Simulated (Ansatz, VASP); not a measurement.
# GaSb3 in VASP and in Ansatz

INCAR

```
SYSTEM = GaSb3
PREC = Accurate
ENCUT = 520
EDIFF = 1E-6
ISMEAR = 0
SIGMA = 0.15
LREAL = .False.
LASPH = .True.
NELM = 80
ALGO = Normal
ISIF = 2
LWAVE = .False.
LCHARG = .False.
GGA = PS
IVDW = 12
NBANDS = 22
```

KPOINTS

```
Automatic mesh
0
Gamma
  12 12 12
  0 0 0
```

The input POSCAR:

```
GaSb3
1.0
    0.0000000000      3.5855047185      3.5855047185
    3.5855047185      0.0000000000      3.5855047185
    3.5855047185      3.5855047185      0.0000000000
Ga Sb
1 3
Direct
   -0.0348625953     -0.0348625953      0.0348625953
    0.2500000000      0.2500000000      0.2500000000
    0.7500000000      0.7500000000      0.7500000000
    0.5000000000      0.5000000000      0.5000000000
```

Input for Ansatz:

```yaml
crystal:
  lattice:
    - [0.0, 3.5855047185, 3.5855047185]
    - [3.5855047185, 0.0, 3.5855047185]
    - [3.5855047185, 3.5855047185, 0.0]
  atoms:
    - { symbol: Ga, position: [-0.0348625953, -0.0348625953, 0.0348625953] }
    - { symbol: Sb, position: [0.25, 0.25, 0.25] }
    - { symbol: Sb, position: [0.75, 0.75, 0.75] }
    - { symbol: Sb, position: [0.5, 0.5, 0.5] }
basis:
  ecutwfc: 420
kpoints:
  mp_grid: { grid: [12, 12, 12] }
hamiltonian:
  xc: pbesol
  dispersion: d3bj
scf:
  occupations: { method: gaussian, width: 0.15 }
output:
  forces: true
  stress: true
  eigenvalues: true
```

Alike in both runs: task single point; functional PBEsol; dispersion D3(BJ); k mesh 12 × 12 × 12; occupations gaussian, width 0.15 eV; no spin polarisation.

```csv
,VASP,Ansatz
version,VASP 6.6.1,Ansatz 0.2.0
potentials or method,"VASP PAW PBE potentials, release 64 (Ga_d, Sb), cutoff 520 eV","scalar-relativistic, plane waves, PAW"
valence electrons in the cell,28,58
```

```csv
,VASP,Ansatz,Ansatz less VASP
gap on the k mesh at the Fermi level (eV),none,none,-
pressure (GPa),1.1,1.0,-0.08
"traceless stress, the component that is largest in VASP (GPa)",-0.27,-0.27,+0.004
rms of the force components (eV/Å),0.185,0.183,-0.0019
```

VASP's potentials were made for PBE, not for PBEsol. Atom by atom the forces differ by 0.002 eV/Å (rms over components). A gap of «none» marks a metal or a gap that the smearing closes. VASP's potentials hold 28 valence electrons a cell and Ansatz's 58, so a difference there can come from the potentials and not from the codes.

Neither program's run includes spin-orbit coupling.
